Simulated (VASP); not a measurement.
# Y (P6_3/mmc) in VASP: notebook

The runs below take Y through single point, with LDA.

All numbers are computed with VASP 6.6.1; they aren't measurements. Logs are shortened: lines on timing, memory, paths and dates and some standing lists are left out, and cuts for length are marked.

### Step 1. The cell of the first run

It takes space group P6_3/mmc (No. 194, hexagonal). The conventional cell has a = 3.392 Å, b = 3.392 Å, c = 5.294 Å, α = 90.00°, β = 90.00°, γ = 120.00°. Y (site symmetry -6m2) has 12 Y at 3.29 to 3.39 Å within 4.3 Å.

### Step 2. Single point, LDA (26.37 Å³/atom)

The input, INCAR:

```
PREC = Accurate
ENCUT = 520
EDIFF = 1E-7
ISMEAR = -1
SIGMA = 0.1
LREAL = False
LASPH = True
NELM = 80
ALGO = Normal
ISIF = 2
LWAVE = False
LCHARG = False
GGA = CA
NBANDS = 18
```

The input, KPOINTS:

```
Automatic mesh
0
Gamma
  17 17 10
```

The input, POSCAR:

```
Y
1.0
    3.3916257517      0.0000000000      0.0000000000
   -1.6958128759      2.9372340611      0.0000000000
    0.0000000000      0.0000000000      5.2943579297
Y
2
Direct
    0.3333333333      0.6666666667      0.2500000000
    0.6666666667      0.3333333333      0.7500000000
```

Potentials or basis: VASP PAW LDA potentials, release 64 (Y_sv).

Run with:

```
cat potpaw_LDA.64/Y_sv/POTCAR > POTCAR
mpirun -np 1 vasp_std > vasp.out
```

OUTCAR:

```text
PREC = Accurate
   ENCUT = 520
   EDIFF = 1E-7
   ISMEAR = -1
   LREAL = False
   LASPH = True
   NELM = 80
   ISIF = 2
   GGA = CA

 ion  position               nearest neighbor table
   1  0.333  0.667  0.250-   2 3.29   2 3.29   2 3.29   2 3.29   2 3.29   2 3.29
   2  0.667  0.333  0.750-   1 3.29   1 3.29   1 3.29   1 3.29   1 3.29   1 3.29

  LATTYP: Found a hexagonal cell.
 ALAT       =     3.3916257517
 C/A-ratio  =     1.5610088840

  Lattice vectors:

 A1 = (   3.3916257517,   0.0000000000,   0.0000000000)
 A2 = (  -1.6958128759,   2.9372340611,   0.0000000000)
 A3 = (   0.0000000000,   0.0000000000,   5.2943579297)

Analysis of symmetry for initial positions (statically):
=====================================================================
 Subroutine PRICEL returns:
 Original cell was already a primitive cell.

 Routine SETGRP: Setting up the symmetry group for a
 hexagonal supercell.

 Subroutine GETGRP returns: Found 24 space group operations
 (whereof 12 operations were pure point group operations)
 out of a pool of 24 trial point group operations.

The static configuration has the point symmetry D_3d.
 The point group associated with its full space group is D_6h.

Analysis of symmetry for dynamics (positions and initial velocities):
=====================================================================
 Subroutine PRICEL returns:
 Original cell was already a primitive cell.

 Routine SETGRP: Setting up the symmetry group for a
 hexagonal supercell.

 Subroutine GETGRP returns: Found 24 space group operations
 (whereof 12 operations were pure point group operations)
 out of a pool of 24 trial point group operations.

The dynamic configuration has the point symmetry D_3d.
 The point group associated with its full space group is D_6h.

 Subroutine INISYM returns: Found 24 space group operations
 (whereof 12 operations are pure point group operations),
 and found     1 'primitive' translations

----------------------------------------------------------------------------------------

                                     Primitive cell

  volume of cell :      52.7424

  direct lattice vectors                    reciprocal lattice vectors
     3.391625752  0.000000000  0.000000000     0.294843852  0.170228177  0.000000000
    -1.695812876  2.937234061  0.000000000     0.000000000  0.340456354  0.000000000
     0.000000000  0.000000000  5.294357930     0.000000000  0.000000000  0.188880316

  length of vectors
     3.391625752  3.391625752  5.294357930     0.340456354  0.340456354  0.188880316

  position of ions in fractional coordinates (direct lattice)
     0.333333333  0.666666667  0.250000000
     0.666666667  0.333333333  0.750000000

  ion indices of the primitive-cell ions
   primitive index   ion index
                 1           1
                 2           2

----------------------------------------------------------------------------------------

 KPOINTS: Automatic mesh

Automatic generation of k-mesh.
 Grid dimensions read from file:
 generate k-points for:   17   17   10

 Generating k-lattice:

  Cartesian coordinates                     Fractional coordinates (reciprocal lattice)
     0.017343756  0.010013422  0.000000000     0.058823529  0.000000000  0.000000000
     0.000000000  0.020026844  0.000000000     0.000000000  0.058823529  0.000000000
     0.000000000  0.000000000  0.018888032     0.000000000  0.000000000  0.100000000

  Length of vectors
     0.020026844  0.020026844  0.018888032

  Shift w.r.t. Gamma in fractional coordinates (k-lattice)
     0.000000000  0.000000000  0.000000000

 Subroutine IBZKPT returns following result:
 ===========================================

 Found    198 irreducible k-points:

 Following reciprocal coordinates:
            Coordinates               Weight
  0.000000  0.000000  0.000000      1.000000
  0.058824  0.000000  0.000000      6.000000
  0.117647  0.000000  0.000000      6.000000
  0.176471 -0.000000  0.000000      6.000000
  0.235294  0.000000  0.000000      6.000000
  0.294118 -0.000000  0.000000      6.000000
[... 16 lines left out ...]
  0.411765  0.117647  0.000000     12.000000
  0.176471  0.176471  0.000000      6.000000
 [... further k-points ...]
   k-points           NKPTS =    198   k-points in BZ     NKDIM =    198   number of bands    NBANDS=     18
   number of dos      NEDOS =    301   number of ions     NIONS =      2
   total plane-waves  NPLWV =  31360
   dimension x,y,z NGX =    28 NGY =   28 NGZ =   40
   dimension x,y,z NGXF=    56 NGYF=   56 NGZF=   80
   ions per type =               2
   NGX,Y,Z   is equivalent  to a cutoff of  13.72, 13.72, 12.56 a.u.
   NGXF,Y,Z  is equivalent  to a cutoff of  27.45, 27.45, 25.12 a.u.
 SYSTEM =  unknown system
   PREC   = accura    normal or accurate (medium, high low for compatibility)
   ISTART =      0    job   : 0-new  1-cont  2-samecut
   ICHARG =      2    charge: 1-file 2-atom 10-const
   ISPIN  =      1    spin polarized calculation?
   LNONCOLLINEAR =      F non collinear calculations
   LSORBIT =      F    spin-orbit coupling
   LASPH  =      T    aspherical Exc in radial PAW
   ENCUT  =  520.0 eV  38.22 Ry    6.18 a.u.   6.31  6.31  9.84*2*pi/ulx,y,z
   NELM   =     80;   NELMIN=  2; NELMDL= -5     # of ELM steps
   EDIFF  = 0.1E-06   stopping-criterion for ELM
   LREAL  =      F    real-space projection
   EDIFFG = 0.1E-05   stopping-criterion for IOM
   NSW    =      0    number of steps for IOM
   IBRION =     -1    ionic relax: 0-MD 1-quasi-New 2-CG
   NFREE  =      0    steps in history (QN), initial steepest desc. (CG)
   ISIF   =      2    stress and relaxation
   ISYM   =      2    0-nonsym 1-usesym 2-fastsym
   POTIM  = 0.5000    time-step for ionic-motion
   TEBEG  =    0.0;   TEEND  =   0.0 temperature during run
   PSTRESS=    0.0 pullay stress
   NELECT =      22.0000    total number of electrons
   NUPDOWN=      -1.0000    fix difference up-down
   EMIN   =  10.00;   EMAX   =-10.00  energy-range for DOS
   EFERMI =   0.00;   METHOD = LEGACY
   ISMEAR =    -1;   SIGMA  =   0.10  broadening in eV -4-tet -1-fermi 0-gaus
   EFERMI_NEDOS =   21; number of points for ismear=-14 and -15
   IALGO  =     38    algorithm
   IMIX   =      4    mixing-type and parameters
     AMIX     =   0.40;   BMIX     =  1.00
     AMIX_MAG =   1.60;   BMIX_MAG =  1.00
  volume/ion in A,a.u.               =      26.37       177.96
  Fermi-wavevector in a.u.,A,eV,Ry     =   1.223195  2.311504 20.357128  1.496207
  Thomas-Fermi vector in A             =   2.358315
   LORBIT       =      0    0 simple, 1 ext, 2 COOP (PROOUT), +10 PAW based schemes
   GGA     = CA    functional components
   LHFCALC =     F    Hartree Fock is set to
   AEXX    =    0.0000 exact exchange contribution
   IVDW    =     0    specifies the selected vdW correction
   LEPSILON=     F    determine dielectric tensor
   LRPA    =     F    only Hartree local field effects (RPA)
 non-spin polarized calculation
  energy-cutoff  :      520.00
  volume of cell :       52.74
 maximum number of plane-waves:      1438
 NGX is ok and might be reduce to    28
   NGX = 13   NGY = 13   NGZ = 19

 number of electron      22.0000001 magnetization

 Free energy of the ion-electron system (eV)
  ---------------------------------------------------
  ext. energy  EPLUGINS =         0.00000000
  ---------------------------------------------------
  free energy    TOTEN  =       -13.81495939 eV

  energy without entropy =      -13.71324565  energy(sigma->0) =      -13.76410252

 E-fermi :   3.9919     XC(G=0): -10.5326

 val. band max:        3.9917173367   @ k =   0.3529   0.1765   0.0000
 cond. band min:       3.9942487704   @ k =   0.2353   0.1176   0.1000
 fundamental gap:      0.0025314337
 Fermi energy:         3.9919182626

 k-point     1 :       0.0000    0.0000    0.0000
  band No.  band energies     occupation
      1     -38.0154      2.00000
      2     -37.8235      2.00000
      3     -18.7699      2.00000
      4     -17.7901      2.00000
      5     -17.7901      2.00000
      6     -17.6115      2.00000
[... 10 lines left out ...]
     17       7.1497      0.00000
     18       7.1497      0.00000

 k-point     2 :       0.0588    0.0000    0.0000
  band No.  band energies     occupation
      1     -38.0109      2.00000
      2     -37.8219      2.00000
      3     -18.7575      2.00000
      4     -17.8168      2.00000
      5     -17.7992      2.00000
      6     -17.6397      2.00000
[... 10 lines left out ...]
     17       7.0181      0.00000
     18       7.0530      0.00000

 k-point     3 :       0.1176    0.0000    0.0000
  band No.  band energies     occupation
      1     -37.9980      2.00000
      2     -37.8175      2.00000
      3     -18.7209      2.00000
      4     -17.8933      2.00000
      5     -17.8246      2.00000
      6     -17.7191      2.00000
[... 10 lines left out ...]
     17       6.8113      0.00000
     18       6.9723      0.00000

 k-point     4 :       0.1765   -0.0000    0.0000
  band No.  band energies     occupation
      1     -37.9780      2.00000
      2     -37.8112      2.00000
      3     -18.6627      2.00000
      4     -18.0091      2.00000
      5     -17.8617      2.00000
      6     -17.8352      2.00000
[... 10 lines left out ...]
     17       7.1893      0.00000
     18       7.3749      0.00000

 k-point     5 :       0.2353    0.0000    0.0000
  band No.  band energies     occupation
      1     -37.9529      2.00000
      2     -37.8045      2.00000
      3     -18.5865      2.00000
      4     -18.1483      2.00000
      5     -17.9690      2.00000
      6     -17.9047      2.00000
[... 10 lines left out ...]
     17       7.6511      0.00000
     18       7.9134      0.00000

 k-point     6 :       0.2941   -0.0000    0.0000
  band No.  band energies     occupation
      1     -37.9254      2.00000
      2     -37.7989      2.00000
      3     -18.4982      2.00000
      4     -18.2916      2.00000
      5     -18.1015      2.00000
      6     -17.9475      2.00000
[... 10 lines left out ...]
     17       8.2209      0.00000
     18       8.5566      0.00000

 k-point     7 :       0.3529   -0.0000    0.0000
  band No.  band energies     occupation
      1     -37.8986      2.00000
      2     -37.7959      2.00000
      3     -18.4191      2.00000
      4     -18.4054      2.00000
      5     -18.2161      2.00000
      6     -17.9849      2.00000
[... 10 lines left out ...]
     17       8.9214      0.00000
     18       9.2538      0.00000

 k-point     8 :       0.4118    0.0000    0.0000
  band No.  band energies     occupation
      1     -37.8760      2.00000
      2     -37.7959      2.00000
      3     -18.5141      2.00000
      4     -18.3203      2.00000
      5     -18.3001      2.00000
      6     -18.0125      2.00000
[... 10 lines left out ...]
     17       9.7723      0.00000
     18       9.9363      0.00000
[... 229 lines left out ...]
     17       7.5616      0.00000
     18       8.4002      0.00000

 k-point    20 :       0.2353    0.1176    0.0000
  band No.  band energies     occupation
      1     -37.9167      2.00000
      2     -37.7975      2.00000
      3     -18.4690      2.00000
      4     -18.2813      2.00000
      5     -18.1692      2.00000
      6     -17.9439      2.00000
[... 10 lines left out ...]
     17       8.2836      0.00000
     18       9.1169      0.00000

 k-point    21 :       0.2941    0.1176    0.0000
  band No.  band energies     occupation
      1     -37.8909      2.00000
      2     -37.7954      2.00000
      3     -18.4004      2.00000
      4     -18.3778      2.00000
      5     -18.2404      2.00000
      6     -18.0075      2.00000
[... 10 lines left out ...]
     17       9.0295      0.00000
     18       9.8882      0.00000

 k-point    22 :       0.3529    0.1176    0.0000
  band No.  band energies     occupation
      1     -37.8689      2.00000
      2     -37.7963      2.00000
      3     -18.4889      2.00000
      4     -18.2929      2.00000
      5     -18.2924      2.00000
      6     -18.0555      2.00000
[... 10 lines left out ...]
     17       9.6677      0.00000
     18      10.5752      0.00000

 k-point    23 :       0.4118    0.1176    0.0000
  band No.  band energies     occupation
      1     -37.8553      2.00000
      2     -37.7987      2.00000
      3     -18.5358      2.00000
      4     -18.3201      2.00000
      5     -18.2351      2.00000
      6     -18.0811      2.00000
[... 10 lines left out ...]
     17      10.0623      0.00000
     18      10.6005      0.00000

 k-point    24 :       0.1765    0.1765    0.0000
  band No.  band energies     occupation
      1     -37.9191      2.00000
      2     -37.7978      2.00000
      3     -18.4773      2.00000
      4     -18.2133      2.00000
      5     -18.2126      2.00000
      6     -17.9227      2.00000
[... 10 lines left out ...]
     17       8.2378      0.00000
     18       9.1132      0.00000

 [... further k-points ...]

------------------------ aborting loop because EDIFF is reached ----------------------------------------

  FORCE on cell =-STRESS in cart. coord.  units (eV):
  Direction    XX          YY          ZZ          XY          YZ          ZX
  --------------------------------------------------------------------------------------
  -------------------------------------------------------------------------------------
  Total        2.1354257      2.1354257      2.3883627     -0.0000000     -0.0000000      0.0000000
  in kB       64.8687112     64.8687112     72.5522823     -0.0000000     -0.0000000      0.0000000
  external PRESSURE =      67.4299016 kB  Pullay stress =       0.0000000 kB

 VOLUME and BASIS-vectors are now :
 -----------------------------------------------------------------------------
  energy-cutoff  :      520.00
  volume of cell :       52.74
      direct lattice vectors                 reciprocal lattice vectors
     3.391625752  0.000000000  0.000000000     0.294843852  0.170228177  0.000000000
    -1.695812876  2.937234061  0.000000000     0.000000000  0.340456354  0.000000000
     0.000000000  0.000000000  5.294357930     0.000000000  0.000000000  0.188880316

 POSITION                                       TOTAL-FORCE (eV/Angst)
 -----------------------------------------------------------------------------------
     -0.00000      1.95816      1.32359        -0.000000      0.000000      0.000000
      1.69581      0.97908      3.97077         0.000000      0.000000      0.000000
 -----------------------------------------------------------------------------------
    total drift:                                0.000000     -0.000000      0.000000

  FREE ENERGIE OF THE ION-ELECTRON SYSTEM (eV)
  ---------------------------------------------------
  free  energy   TOTEN  =       -13.8149593941 eV

  energy  without entropy=      -13.7132456451  energy(sigma->0) =      -13.76410252
```

It took 70 s on 1 thread of Intel Xeon 6975P-C (Granite Rapids), shared host; peak memory 0.3 GiB.

Results:

```
Free energy            : -13.8150 eV
Pressure               : 6.7 GPa
Band gap on the k mesh : zero (bands 11 and 12 overlap by 2.29 eV)
```

Caveat: the cell stands under pressure.

[end of part 1 of 4]
